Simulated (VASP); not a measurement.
Write the native input for VASP 6.6.1 that does the following.

```
Task                   : single point
Functional             : PBE
Potentials or basis    : VASP PAW PBE potentials, release 64 (Al, B, As)
Cutoff                 : 520 eV
k mesh                 : 6 × 6 × 2
Occupations            : gaussian, width 0.1 eV
Spin                   : no spin polarisation
Dipole correction      : no
Further INCAR settings : ALGO = Normal; EDIFF = 1e-06; NBANDS = 26
```

The structure of AlB3As4 lies in POSCAR:

```
AlB3As4
1.0
    3.6207177200      0.0000000000      0.0000000000
    0.0000000000      3.6207177200      0.0000000000
    0.0000000000      0.0000000000     10.2409362200
Al B As
1 3 4
Direct
    0.0000000000      0.0000000000      0.0000000000
    0.5000000000      0.5000000000      0.2500000000
    0.0000000000      0.0000000000      0.5000000000
    0.5000000000      0.5000000000      0.7500000000
    0.5000000000      0.0000000000      0.3750000000
    0.0000000000      0.5000000000      0.6250000000
    0.5000000000      0.0000000000      0.8750000000
    0.0000000000      0.5000000000      0.1250000000
```

The input as run:

INCAR

```
PREC = Accurate
ENCUT = 520
EDIFF = 1E-6
ISMEAR = 0
SIGMA = 0.1
LREAL = False
LASPH = True
NELM = 80
ALGO = Normal
ISIF = 2
LWAVE = False
LCHARG = False
GGA = PE
NBANDS = 26
```

KPOINTS

```
regular mesh
0
Gamma
  6 6 2
```

Potentials or basis: VASP PAW PBE potentials, release 64 (Al, B, As).

The run is started by

```bash
$ cat potpaw_PBE.64/Al/POTCAR potpaw_PBE.64/B/POTCAR potpaw_PBE.64/As/POTCAR > POTCAR
$ mpirun -np 1 vasp_std > vasp.out
```

Results of the run:

| Quantity | Value |
| --- | --- |
| Pressure | -0.1 GPa |
| Largest force | 4.400 eV/Å |
| Band gap on the k mesh | 1.00 eV, indirect (least direct gap 1.35 eV) |

Caveat: forces of over 1 eV/Å act on the atoms, so gaps and moduli don't describe the material at rest.

It used 280 s of CPU time on 1 thread of AMD EPYC 7R13 Processor (Zen 3), on a shared host.
